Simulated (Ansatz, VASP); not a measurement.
## Two plane-wave programs on W2Br2F

```
W Br F
1.0
    -1.65892    1.65892    9.43376
     1.65892   -1.65892    9.43376
     1.65892    1.65892   -9.43376
W Br F
2 2 1
Direct
  0.43932 0.43932 0.00000
  0.56068 0.56068 0.00000
  0.15089 0.15089 0.00000
  0.84911 0.84911 0.00000
  0.00000 0.00000 0.00000
```

Change from the starting cell: species swapped into the Ba2ZnN2 type (I4/mmm, No. 139).

Alike in both runs: functional PBE; k mesh 6 × 6 × 6; occupations gaussian, width 0.1 eV; collinear spin.

Ansatz relaxed the structure, and its values are those at the end. VASP's run is a single point on that final structure, the one shown.

|  | VASP | Ansatz |
| --- | --- | --- |
| version | VASP 6.6.1 | Ansatz 0.2.0 |
| potentials or method | VASP PAW PBE potentials, release 64 (W_sv, Br, F), cutoff 520 eV | scalar-relativistic, plane waves, PAW |
| valence electrons in the cell | 49 | 49 |

Ansatz gave:

```
gap on the k mesh at the Fermi level (eV) : none
pressure (GPa)                            : 0.1
rms of the force components (eV/Å)        : 0.008
```

Q: What did VASP give for the same quantities?

A: gap on the k mesh at the Fermi level (eV): none; pressure (GPa): 0.4; rms of the force components (eV/Å): 0.097.

A gap of «none» marks a metal or a gap that the smearing closes. Ansatz's warnings: no starting moments.

The k mesh is coarse, so the values compare programs but aren't converged. Spin-orbit coupling is off throughout.
